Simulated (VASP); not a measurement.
# NaI: single point with LDA

Crystal: NaI.

```
I Na
1.0
     0.00000    3.25783    3.25783
     3.25783    0.00000    3.25783
     3.25783    3.25783    0.00000
I Na
1 1
Cartesian
  3.2578 3.2578 3.2578
  0.0000 0.0000 0.0000
```

| Quantity | Value |
| --- | --- |
| Program | VASP 6.6.1 |
| Task | single point |
| Functional | LDA |
| Potentials or basis | VASP PAW LDA potentials, release 64 (I, Na_pv) |
| Cutoff | 520 eV |
| k mesh | 7 × 7 × 7 |
| Occupations | fermi-dirac, width 0.05 eV |
| Spin | no spin polarisation |
| Dipole correction | no |
| Further INCAR settings | ALGO = Normal; EDIFF = 1e-07; NBANDS = 14 |

| Quantity | Value |
| --- | --- |
| Pressure | -1.9 GPa |
| Band gap on the k mesh | 3.29 eV, direct |

Levels at points of the mesh, in eV from the valence-band top:
```csv
k point,band 4,band 5,band 6,band 7,band 8,band 9,band 10,band 11
"(0.00, 0.00, 0.00)",-11.03,0.00,0.00,0.00,3.29,7.79,7.79,7.79
```

Wall time 9.8 s on 1 thread of AMD EPYC 9R45 96-Core Processor (Zen 5) (shared host), peak memory 0.15 GiB.

Caveat: spin-orbit coupling is left out, which moves the levels of the heavy elements.
